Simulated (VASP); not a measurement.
# LuSe in VASP: a series of runs

Runs on LuSe. Level: PBEsol. Tasks: single point.

All numbers are computed with VASP 6.6.1; they aren't measurements. Logs are shortened: lines on timing, memory, paths and dates and some standing lists are left out, and cuts for length are marked.

## 1. The cell of the first run

The cell holds a slab with vacuum, 4 atoms: a = 3.943 Å, b = 3.943 Å, c = 10.829 Å, α = 90.00°, β = 90.00°, γ = 60.00°.

## 2. Single point, PBEsol

Contents of INCAR:

```
  PREC = Accurate
  ENCUT = 520
  EDIFF = 1E-7
  ISMEAR = -1
  SIGMA = 0.1
  LREAL = False
  LASPH = True
  NELM = 80
  ALGO = Normal
  ISIF = 2
  LWAVE = False
  LCHARG = False
  LDIPOL = True
  IDIPOL = 3
  DIPOL = 0.5 0.5 0.500
  GGA = PS
  NBANDS = 39
```

Contents of KPOINTS:

```
Automatic mesh
0
Gamma
  5 5 1
```

Contents of POSCAR:

```
LuSe
1.0
    3.9428274119      0.0000000000      0.0000000000
    1.9714137059      3.4145887014      0.0000000000
    0.0000000000      0.0000000000     10.8289576515
Lu Se
2 2
Direct
    0.0000000000      0.0000000000      0.2770349739
    0.3333333333      0.3333333333      0.5743216754
    0.6666666667      0.6666666667      0.4256783246
    0.0000000000      1.0000000000      0.7229650261
```

Potentials or basis: VASP PAW PBE potentials, release 64 (Lu, Se).

Command:

```
$ cat potpaw_PBE.64/Lu/POTCAR potpaw_PBE.64/Se/POTCAR > POTCAR
$ mpirun -np 1 vasp_std > vasp.out
```

OUTCAR:

```text
PREC = Accurate
   ENCUT = 520
   EDIFF = 1E-7
   ISMEAR = -1
   LREAL = False
   LASPH = True
   NELM = 80
   ISIF = 2
   GGA = PS

 ion  position               nearest neighbor table
   1  0.000  0.000  0.277-   3 2.79   3 2.79   3 2.79
   2  0.333  0.333  0.574-   4 2.79   4 2.79   4 2.79   3 2.79   3 2.79   3 2.79
   3  0.667  0.667  0.426-   1 2.79   1 2.79   1 2.79   2 2.79   2 2.79   2 2.79
   4  0.000  0.000  0.723-   2 2.79   2 2.79   2 2.79

  LATTYP: Found a hexagonal cell.
 ALAT       =     3.9428274118
 C/A-ratio  =     2.7464954766

  Lattice vectors:

 A1 = (  -1.9714137059,  -3.4145887014,   0.0000000000)
 A2 = (   3.9428274119,   0.0000000000,   0.0000000000)
 A3 = (   0.0000000000,   0.0000000000,  10.8289576515)

Analysis of symmetry for initial positions (statically):
=====================================================================
 Subroutine PRICEL returns:
 Original cell was already a primitive cell.

 Routine SETGRP: Setting up the symmetry group for a
 hexagonal supercell.

 Subroutine GETGRP returns: Found  6 space group operations
 (whereof  6 operations were pure point group operations)
 out of a pool of 24 trial point group operations.

The static configuration has the point symmetry C_3v.

Analysis of symmetry for dynamics (positions and initial velocities):
=====================================================================
 Subroutine PRICEL returns:
 Original cell was already a primitive cell.

 Routine SETGRP: Setting up the symmetry group for a
 hexagonal supercell.

 Subroutine GETGRP returns: Found  6 space group operations
 (whereof  6 operations were pure point group operations)
 out of a pool of 24 trial point group operations.

The dynamic configuration has the point symmetry C_3v.

 Subroutine INISYM returns: Found  6 space group operations
 (whereof  6 operations are pure point group operations),
 and found     1 'primitive' translations

----------------------------------------------------------------------------------------

                                     Primitive cell

  volume of cell :     145.7917

  direct lattice vectors                    reciprocal lattice vectors
     3.942827412  0.000000000  0.000000000     0.253625101 -0.146430520  0.000000000
     1.971413706  3.414588701  0.000000000     0.000000000  0.292861041  0.000000000
     0.000000000  0.000000000 10.828957651     0.000000000  0.000000000  0.092344991

  length of vectors
     3.942827412  3.942827412 10.828957651     0.292861041  0.292861041  0.092344991

  position of ions in fractional coordinates (direct lattice)
     0.000000000  0.000000000  0.277034974
     0.333333333  0.333333333  0.574321675
     0.666666667  0.666666667  0.425678325
     0.000000000  0.000000000  0.722965026

  ion indices of the primitive-cell ions
   primitive index   ion index
                 1           1
                 2           2
                 3           3
                 4           4

----------------------------------------------------------------------------------------

 KPOINTS: Automatic mesh

Automatic generation of k-mesh.
 Grid dimensions read from file:
 generate k-points for:    5    5    1

 Generating k-lattice:

  Cartesian coordinates                     Fractional coordinates (reciprocal lattice)
     0.050725020 -0.029286104  0.000000000     0.200000000  0.000000000  0.000000000
     0.000000000  0.058572208  0.000000000     0.000000000  0.200000000  0.000000000
     0.000000000  0.000000000  0.092344991     0.000000000  0.000000000  1.000000000

  Length of vectors
     0.058572208  0.058572208  0.092344991

  Shift w.r.t. Gamma in fractional coordinates (k-lattice)
     0.000000000  0.000000000  0.000000000

 Subroutine IBZKPT returns following result:
 ===========================================

 Found      5 irreducible k-points:

 Following reciprocal coordinates:
            Coordinates               Weight
  0.000000  0.000000  0.000000      1.000000
  0.200000 -0.000000  0.000000      6.000000
  0.400000 -0.000000  0.000000      6.000000
  0.400000  0.200000  0.000000      6.000000
 -0.400000  0.200000  0.000000      6.000000
   k-points           NKPTS =      5   k-points in BZ     NKDIM =      5   number of bands    NBANDS=     39
   number of dos      NEDOS =    301   number of ions     NIONS =      4
   total plane-waves  NPLWV =  75600
   dimension x,y,z NGX =    30 NGY =   30 NGZ =   84
   dimension x,y,z NGXF=    60 NGYF=   60 NGZF=  168
   ions per type =               2   2
   NGX,Y,Z   is equivalent  to a cutoff of  12.65, 12.65, 12.90 a.u.
   NGXF,Y,Z  is equivalent  to a cutoff of  25.30, 25.30, 25.79 a.u.
 SYSTEM =  unknown system
   PREC   = accura    normal or accurate (medium, high low for compatibility)
   ISTART =      0    job   : 0-new  1-cont  2-samecut
   ICHARG =      2    charge: 1-file 2-atom 10-const
   ISPIN  =      1    spin polarized calculation?
   LNONCOLLINEAR =      F non collinear calculations
   LSORBIT =      F    spin-orbit coupling
   LASPH  =      T    aspherical Exc in radial PAW
   ENCUT  =  520.0 eV  38.22 Ry    6.18 a.u.   7.33  7.33 20.13*2*pi/ulx,y,z
   NELM   =     80;   NELMIN=  2; NELMDL= -5     # of ELM steps
   EDIFF  = 0.1E-06   stopping-criterion for ELM
   LREAL  =      F    real-space projection
   EDIFFG = 0.1E-05   stopping-criterion for IOM
   NSW    =      0    number of steps for IOM
   IBRION =     -1    ionic relax: 0-MD 1-quasi-New 2-CG
   NFREE  =      0    steps in history (QN), initial steepest desc. (CG)
   ISIF   =      2    stress and relaxation
   ISYM   =      2    0-nonsym 1-usesym 2-fastsym
   POTIM  = 0.5000    time-step for ionic-motion
   TEBEG  =    0.0;   TEEND  =   0.0 temperature during run
   PSTRESS=    0.0 pullay stress
   NELECT =      62.0000    total number of electrons
   NUPDOWN=      -1.0000    fix difference up-down
   EMIN   =  10.00;   EMAX   =-10.00  energy-range for DOS
   EFERMI =   0.00;   METHOD = LEGACY
   ISMEAR =    -1;   SIGMA  =   0.10  broadening in eV -4-tet -1-fermi 0-gaus
   EFERMI_NEDOS =   21; number of points for ismear=-14 and -15
   IALGO  =     38    algorithm
   IMIX   =      4    mixing-type and parameters
     AMIX     =   0.40;   BMIX     =  1.00
     AMIX_MAG =   1.60;   BMIX_MAG =  1.00
  volume/ion in A,a.u.               =      36.45       245.96
  Fermi-wavevector in a.u.,A,eV,Ry     =   1.231103  2.326448 20.621195  1.515615
  Thomas-Fermi vector in A             =   2.365926
   LORBIT       =      0    0 simple, 1 ext, 2 COOP (PROOUT), +10 PAW based schemes
   GGA     = PS    functional components
   LHFCALC =     F    Hartree Fock is set to
   AEXX    =    0.0000 exact exchange contribution
   IVDW    =     0    specifies the selected vdW correction
   LEPSILON=     F    determine dielectric tensor
   LRPA    =     F    only Hartree local field effects (RPA)
 non-spin polarized calculation
  energy-cutoff  :      520.00
  volume of cell :      145.79
 maximum number of plane-waves:      3937
 NGX is ok and might be reduce to    30
   NGX = 15   NGY = 15   NGZ = 41

 number of electron      62.0000000 magnetization

 dipolmoment           0.000000      0.000000      0.208649 electrons x Angstroem

 Free energy of the ion-electron system (eV)
  ---------------------------------------------------
  ext. energy  EPLUGINS =         0.00000000
  ---------------------------------------------------
  free energy    TOTEN  =       -21.89747614 eV

  energy without entropy =      -21.80303034  energy(sigma->0) =      -21.85025324

 E-fermi :   0.7390     XC(G=0):  -8.1185

 val. band max:        0.7307301361   @ k =  -0.4000   0.2000   0.0000
 cond. band min:       0.7459942563   @ k =   0.4000  -0.0000   0.0000
 fundamental gap:      0.0152641202
 Fermi energy:         0.7390395895

 k-point     1 :       0.0000    0.0000    0.0000
  band No.  band energies     occupation
      1     -56.6690      2.00000
      2     -55.2711      2.00000
      3     -27.4431      2.00000
      4     -27.2186      2.00000
      5     -27.2186      2.00000
      6     -26.0341      2.00000
[... 31 lines left out ...]
     38       3.9410      0.00000
     39       3.9410      0.00000

 k-point     2 :       0.2000   -0.0000    0.0000
  band No.  band energies     occupation
      1     -56.6680      2.00000
      2     -55.2699      2.00000
      3     -27.4358      2.00000
      4     -27.2565      2.00000
      5     -27.2273      2.00000
      6     -26.0233      2.00000
[... 31 lines left out ...]
     38       4.2035      0.00000
     39       4.4224      0.00000

 k-point     3 :       0.4000   -0.0000    0.0000
  band No.  band energies     occupation
      1     -56.6664      2.00000
      2     -55.2681      2.00000
      3     -27.4233      2.00000
      4     -27.3176      2.00000
      5     -27.2415      2.00000
      6     -26.0340      2.00000
[... 31 lines left out ...]
     38       4.7031      0.00000
     39       5.2838      0.00000

 k-point     4 :       0.4000    0.2000    0.0000
  band No.  band energies     occupation
      1     -56.6667      2.00000
      2     -55.2684      2.00000
      3     -27.4258      2.00000
      4     -27.2962      2.00000
      5     -27.2486      2.00000
      6     -26.0109      2.00000
[... 31 lines left out ...]
     38       4.4366      0.00000
     39       4.8504      0.00000

 k-point     5 :      -0.4000    0.2000    0.0000
  band No.  band energies     occupation
      1     -56.6658      2.00000
      2     -55.2675      2.00000
      3     -27.4191      2.00000
      4     -27.3158      2.00000
      5     -27.2669      2.00000
      6     -26.0289      2.00000
[... 31 lines left out ...]
     38       4.9308      0.00000
     39       5.0642      0.00000

------------------------ aborting loop because EDIFF is reached ----------------------------------------

 vacuum level on the upper side and lower side of the slab       (xc-potential included)        -0.429        -4.033

  FORCE on cell =-STRESS in cart. coord.  units (eV):
  Direction    XX          YY          ZZ          XY          YZ          ZX
  --------------------------------------------------------------------------------------
  -------------------------------------------------------------------------------------
  Total       -2.4022071     -2.4022071      0.4111698      0.0000000      0.0000000     -0.0000000
  in kB      -26.3990445    -26.3990445      4.5185490      0.0000000      0.0000000     -0.0000000
  external PRESSURE =     -16.0931800 kB  Pullay stress =       0.0000000 kB

 VOLUME and BASIS-vectors are now :
 -----------------------------------------------------------------------------
  energy-cutoff  :      520.00
  volume of cell :      145.79
      direct lattice vectors                 reciprocal lattice vectors
     3.942827412  0.000000000  0.000000000     0.253625101 -0.146430520  0.000000000
     1.971413706  3.414588701  0.000000000     0.000000000  0.292861041  0.000000000
     0.000000000  0.000000000 10.828957651     0.000000000  0.000000000  0.092344991

 POSITION                                       TOTAL-FORCE (eV/Angst)
 -----------------------------------------------------------------------------------
      0.00000      0.00000      3.00000        -0.000000     -0.000000     -0.470905
      1.97141      1.13820      6.21931         0.000000      0.000000      2.269398
      3.94283      2.27639      4.60965        -0.000000     -0.000000     -0.477025
      0.00000      0.00000      7.82896        -0.000000     -0.000000     -1.321469
 -----------------------------------------------------------------------------------
    total drift:                                0.000000      0.000000      0.090562

  FREE ENERGIE OF THE ION-ELECTRON SYSTEM (eV)
  ---------------------------------------------------
  free  energy   TOTEN  =       -21.8974761365 eV

  energy  without entropy=      -21.8030303415  energy(sigma->0) =      -21.85025324

 vacuum level on the upper side and lower side of the slab         5.370         1.631
```

Run time: 78 s. Hardware: 1 thread of Intel Xeon Platinum 8259CL at 2.50GHz (Skylake/Cascade Lake), shared host; peak memory 0.26 GiB.

Results:

| Quantity | Value |
| --- | --- |
| Free energy | -21.8975 eV |
| Largest force | 2.269 eV/Å |
| Band gap on the k mesh | 0.02 eV, indirect (least direct gap 0.30 eV) |

Forces on the atoms (eV/Å):
```
Lu   0.000  0.000 -0.471
Lu   0.000  0.000  2.269
Se   0.000  0.000 -0.477
Se   0.000  0.000 -1.321
```

Caveat: the PAW data sets were made with another functional, which shifts forces and pressure a little; spin-orbit coupling is left out, which moves the levels of the heavy elements.

[end of part 1 of 2]
